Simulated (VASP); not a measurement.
InGa3As4:

```
Ga As In
1.0
     3.96168    0.00000    0.00000
     0.00000    3.96168    0.00000
     0.00000    0.00000   11.20533
Ga As In
3 4 1
Direct
  0.00000 0.00000 0.75000
  0.50000 0.50000 0.00000
  0.00000 0.00000 0.25000
  0.00000 0.50000 0.87500
  0.50000 0.00000 0.12500
  0.00000 0.50000 0.37500
  0.50000 0.00000 0.62500
  0.50000 0.50000 0.50000
```

* Program: VASP 6.6.1
* Task: relaxation of cell and atoms
* Functional: PBE
* Potentials or basis: VASP PAW PBE potentials, release 64 (Ga_d, As, In_d)
* Cutoff: 600 eV
* k mesh: 6 × 6 × 2
* Occupations: fermi-dirac, width 0.02 eV
* Spin: no spin polarisation

At the start: pressure 11.5 GPa; volume 21.98 Å³/atom.

How do energy, volume and symmetry change on relaxing?

Over 14 steps the energy falls by 138.4 meV/atom and the volume is 25.21 Å³/atom (+14.7 %); space group P-4m2 (No. 115, to 0.1 Å) before and after.

Step by step:
```tsv
step	energy change (eV)	largest force (eV/Å)	pressure (GPa)	volume (Å³)
1	0.0000	2.0569	11.49	175.87
2	-0.8267	0.4239	-3.70	219.13
3	-1.0083	0.5693	-0.40	204.07
4	-1.0462	0.3577	-0.16	202.96
5	-1.0798	0.2908	0.53	199.96
6	-1.0813	0.2609	0.40	200.47
7	-1.0987	0.1958	-0.14	202.27
8	-1.1014	0.1604	-0.43	203.33
9	-1.1066	0.0447	0.17	201.20
10	-1.1068	0.0369	0.02	201.56
11	-1.1068	0.0365	0.07	201.52
12	-1.1069	0.0164	-0.03	201.78
13	-1.1070	0.0110	0.03	201.70
14	-1.1070	0.0050	-0.01	201.72
```

Final structure:
```cif
data_structure
_symmetry_space_group_name_H-M 'P 1'
_symmetry_Int_Tables_number 1
_cell_length_a 4.1423
_cell_length_b 4.1423
_cell_length_c 11.7559
_cell_angle_alpha 90.000
_cell_angle_beta 90.000
_cell_angle_gamma 90.000
_cell_volume 201.72
loop_
_atom_site_label
_atom_site_type_symbol
_atom_site_fract_x
_atom_site_fract_y
_atom_site_fract_z
_atom_site_occupancy
Ga1 Ga 0.00000 0.00000 0.75915 1
Ga2 Ga 0.50000 0.50000 0.00000 1
Ga3 Ga 0.00000 0.00000 0.24085 1
As1 As 0.00000 0.50000 0.87968 1
As2 As 0.50000 0.00000 0.12032 1
As3 As 0.00000 0.50000 0.36026 1
As4 As 0.50000 0.00000 0.63974 1
In1 In 0.50000 0.50000 0.50000 1
```
